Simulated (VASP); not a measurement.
# Be2Se (P-3m1) in VASP: relaxation of cell and atoms with PBE

Aim: the relaxation of cell and atoms of Be2Se with PBE.

Program: VASP 6.6.1. These are calculated values, not measurements. Logs are shortened: lines on timing, memory, paths and dates and some standing lists are left out, and cuts for length are marked.

## Step 1: The cell of the first run

The structure is trigonal, space group P-3m1 (No. 164). The conventional cell has a = 3.350 Å, b = 3.350 Å, c = 4.306 Å, α = 90.00°, β = 90.00°, γ = 120.00°. Within 3.1 Å of Be (site symmetry 3m) lie 3 Se at 2.36 Å and 3 Be at 2.52 Å. Within 3.1 Å of Se (site symmetry -3m) lie 6 Be at 2.36 Å.

The cell was built from a structure type or drawn by symmetry, and may not be a known phase.

## Step 2: Relaxation of cell and atoms, PBE

INCAR reads:

```
SYSTEM = Be2Se
PREC = Accurate ; ENCUT = 600
EDIFF = 1E-7 ; ISMEAR = 0
SIGMA = 0.1 ; LREAL = .FALSE.
LASPH = .TRUE. ; NELM = 60
ALGO = Normal ; ISIF = 3
LWAVE = .FALSE. ; LCHARG = .FALSE.
GGA = PE ; IBRION = 2
NSW = 100 ; EDIFFG = -0.01
```

KPOINTS reads:

```
Automatic mesh
0
G
  18 18 12
  0 0 0
```

POSCAR reads:

```
Be2Se
1.0
    3.3502401048      0.0000000024      0.0000000000
   -1.6751200545      2.9013930384      0.0000000000
    0.0000000000      0.0000000000      4.3056169919
Be Se
2 1
Direct
    0.3333333333      0.6666666667      0.6878175280
    0.6666666667      0.3333333333      0.3121824720
    0.0000000000      0.0000000000      0.0000000000
```

Potentials or basis: VASP PAW PBE potentials, release 64 (Be, Se).

Run with:

```console
$ cat potpaw_PBE.64/Be/POTCAR potpaw_PBE.64/Se/POTCAR > POTCAR
$ mpirun -np 1 vasp_std > vasp.out
```

OUTCAR:

```text
SYSTEM = Be2Se
   PREC = Accurate
   ENCUT = 600
   EDIFF = 1E-7
   ISMEAR = 0
   LREAL = .FALSE.
   LASPH = .TRUE.
   NELM = 60
   ISIF = 3
   GGA = PE
   IBRION = 2
   NSW = 100
   EDIFFG = -0.01

 ion  position               nearest neighbor table
   1  0.333  0.667  0.688-   3 2.36   3 2.36   3 2.36
   2  0.667  0.333  0.312-   3 2.36   3 2.36   3 2.36
   3  0.000  0.000  0.000-   1 2.36   2 2.36   2 2.36   1 2.36   2 2.36   1 2.36

  LATTYP: Found a hexagonal cell.
 ALAT       =     3.3502401048
 C/A-ratio  =     1.2851666917

  Lattice vectors:

 A1 = (   3.3502401048,   0.0000000024,   0.0000000000)
 A2 = (  -1.6751200545,   2.9013930384,   0.0000000000)
 A3 = (   0.0000000000,   0.0000000000,   4.3056169919)

Analysis of symmetry for initial positions (statically):
=====================================================================
 Subroutine PRICEL returns:
 Original cell was already a primitive cell.

 Routine SETGRP: Setting up the symmetry group for a
 hexagonal supercell.

 Subroutine GETGRP returns: Found 12 space group operations
 (whereof 12 operations were pure point group operations)
 out of a pool of 24 trial point group operations.

The static configuration has the point symmetry D_3d.

Analysis of symmetry for dynamics (positions and initial velocities):
=====================================================================
 Subroutine PRICEL returns:
 Original cell was already a primitive cell.

 Routine SETGRP: Setting up the symmetry group for a
 hexagonal supercell.

 Subroutine GETGRP returns: Found 12 space group operations
 (whereof 12 operations were pure point group operations)
 out of a pool of 24 trial point group operations.

The dynamic configuration has the point symmetry D_3d.

 Subroutine INISYM returns: Found 12 space group operations
 (whereof 12 operations are pure point group operations),
 and found     1 'primitive' translations

----------------------------------------------------------------------------------------

                                     Primitive cell

  volume of cell :      41.8522

  direct lattice vectors                    reciprocal lattice vectors
     3.350240105  0.000000002  0.000000000     0.298486069  0.172331013  0.000000000
    -1.675120055  2.901393038  0.000000000    -0.000000000  0.344662025  0.000000000
[... 152 lines left out ...]
  volume of cell :       41.85
      direct lattice vectors                 reciprocal lattice vectors
     3.350240105  0.000000002  0.000000000     0.298486069  0.172331013  0.000000000
    -1.675120055  2.901393038  0.000000000    -0.000000000  0.344662025  0.000000000
     0.000000000  0.000000000  4.305616992     0.000000000  0.000000000  0.232254750

 POSITION                                       TOTAL-FORCE (eV/Angst)
 -----------------------------------------------------------------------------------
     -0.00000      1.93426      2.96148         0.000000      0.000000     -0.007305
      1.67512      0.96713      1.34414        -0.000000     -0.000000      0.007305
      0.00000      0.00000      0.00000        -0.000000      0.000000      0.000000
 -----------------------------------------------------------------------------------
    total drift:                                0.000000      0.000000     -0.000000

  FREE ENERGIE OF THE ION-ELECTRON SYSTEM (eV)
  ---------------------------------------------------
  free  energy   TOTEN  =       -10.1354115701 eV

  energy  without entropy=      -10.1332668560  energy(sigma->0) =      -10.13433921

--------------------------------------- Ionic step        2  -------------------------------------------

 number of electron      10.0000000 magnetization

 Free energy of the ion-electron system (eV)
  ---------------------------------------------------
  ext. energy  EPLUGINS =         0.00000000
  ---------------------------------------------------
  free energy    TOTEN  =       -10.13549263 eV

  energy without entropy =      -10.13335701  energy(sigma->0) =      -10.13442482

 E-fermi :   5.3177     XC(G=0):  -9.9716

 val. band max:        5.3166881736   @ k =   0.3333   0.2778   0.0833
 cond. band min:       5.3232047367   @ k =   0.2778   0.2778   0.2500
 fundamental gap:      0.0065165630
 Fermi energy:         5.3176529733

 k-point     1 :       0.0000    0.0000    0.0000
  band No.  band energies     occupation
      1     -10.2142      2.00000
      2      -0.0131      2.00000
      3       1.2515      2.00000
      4       4.3497      2.00000
      5       4.3497      2.00000
      6       8.8645      0.00000
      7       8.8645      0.00000
      8       9.4376      0.00000
      9      13.8148      0.00000
[... 265 lines left out ...]
 k-point    24 :       0.3889    0.1111    0.0000
  band No.  band energies     occupation
      1      -8.4307      2.00000
      2      -2.1732      2.00000
      3       1.3558      2.00000
      4       1.6899      2.00000
      5       4.4306      2.00000
      6       5.9801      0.00000
      7       7.0540      0.00000
      8      10.0560      0.00000
      9      10.3721      0.00000

 [... further k-points ...]

------------------------ aborting loop because EDIFF is reached ----------------------------------------

  FORCE on cell =-STRESS in cart. coord.  units (eV):
  Direction    XX          YY          ZZ          XY          YZ          ZX
  --------------------------------------------------------------------------------------
  -------------------------------------------------------------------------------------
  Total       -0.0107437     -0.0107437      0.0203469      0.0000000     -0.0000000     -0.0000000
  in kB       -0.4103196     -0.4103196      0.7770826      0.0000000     -0.0000000     -0.0000000
  external PRESSURE =      -0.0145189 kB  Pullay stress =       0.0000000 kB

 VOLUME and BASIS-vectors are now :
 -----------------------------------------------------------------------------
  energy-cutoff  :      600.00
  volume of cell :       41.95
      direct lattice vectors                 reciprocal lattice vectors
     3.351878533  0.000000002  0.000000000     0.298340166  0.172246776  0.000000000
    -1.675939269  2.902811959 -0.000000000    -0.000000000  0.344493551 -0.000000000
    -0.000000000  0.000000000  4.311566956    -0.000000000  0.000000000  0.231934239

 POSITION                                       TOTAL-FORCE (eV/Angst)
 -----------------------------------------------------------------------------------
     -0.00000      1.93521      2.96522        -0.000000      0.000000      0.004062
      1.67594      0.96760      1.34635         0.000000     -0.000000     -0.004062
     -0.00000      0.00000     -0.00000         0.000000     -0.000000      0.000000
 -----------------------------------------------------------------------------------
    total drift:                               -0.000000     -0.000000      0.000000

  FREE ENERGIE OF THE ION-ELECTRON SYSTEM (eV)
  ---------------------------------------------------
  free  energy   TOTEN  =       -10.1354926345 eV

  energy  without entropy=      -10.1333570064  energy(sigma->0) =      -10.13442482

 reached required accuracy - stopping structural energy minimisation
```

It took 98 s on 1 thread of Intel Xeon Platinum 8488C (Sapphire Rapids), shared host; peak memory 0.35 GiB.

Results:

* Free energy: -10.1355 eV
* Relaxed volume: 13.98 Å³/atom
* Relaxed cell: a = 3.352 Å, b = 3.352 Å, c = 4.312 Å, α = 90.00°, β = 90.00°, γ = 120.00°
* Space group after relaxing (to 0.1 Å): P-3m1 (No. 164)
* Energy gained by relaxing: 0.0 meV/atom
* Ionic steps: 2
* Pressure after relaxing: 0.0 GPa
* Largest force after relaxing: 0.004 eV/Å
* Band gap on the k mesh: zero (bands 5 and 6 overlap by 2.50 eV)

Forces on the atoms (eV/Å):
```
Be   0.000  0.000  0.004
Be   0.000  0.000 -0.004
Se   0.000  0.000  0.000
```

Stress tensor (GPa, compression positive):
```
-0.04  0.00  0.00
 0.00 -0.04  0.00
 0.00  0.00  0.08
```

Final structure:
```yaml
crystal:
  lattice:
    - [3.35188, 0.00000, 0.00000]
    - [-1.67594, 2.90281, 0.00000]
    - [0.00000, 0.00000, 4.31157]
  atoms:
    - { symbol: Be, position: [0.33333, 0.66667, 0.68774] }
    - { symbol: Be, position: [0.66667, 0.33333, 0.31226] }
    - { symbol: Se, position: [0.00000, 0.00000, 0.00000] }
```

Levels at points of the mesh, in eV from the Fermi level:
```tsv
k point	band 1	band 2	band 3	band 4	band 5	band 6	band 7	band 8	band 9
(0.00, 0.00, 0.00)	-15.53	-5.33	-4.07	-0.97	-0.97	3.55	3.55	4.12	8.50
(0.50, 0.00, 0.00)	-13.73	-7.78	-3.62	-3.10	-0.57	-0.13	1.20	3.95	5.99
(0.00, 0.00, 0.50)	-15.32	-8.04	-0.80	-0.80	0.76	3.79	4.83	4.83	5.75
(0.50, 0.00, 0.50)	-13.55	-7.39	-5.56	-2.84	-2.64	1.96	2.32	3.39	7.91
```
